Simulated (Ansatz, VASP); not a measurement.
# Tl: VASP beside Ansatz

```
Tl
1.0
     0.00000    2.49577    2.49577
     2.49577    0.00000    2.49577
     2.49577    2.49577    0.00000
Tl
1
Direct
  0.00000 0.00000 0.00000
```

Alike in both runs: task single point; functional r2SCAN; k mesh 12 × 12 × 12; occupations fermi-dirac, width 0.1 eV; no spin polarisation.

|  | VASP | Ansatz |
| --- | --- | --- |
| version | VASP 6.6.1 | Ansatz 0.2.0 |
| potentials or method | VASP PAW PBE potentials, release 64 (Tl_d), cutoff 520 eV | plane waves (500 eV) with PAW, scalar-relativistic |
| valence electrons in the cell | 13 | 13 |

|  | VASP | Ansatz | Ansatz less VASP |
| --- | --- | --- | --- |
| pressure (GPa) | -1.1 | -1.1 | +0.04 |

VASP's potentials were made for PBE, not for r2SCAN.

Neither program's run includes spin-orbit coupling.
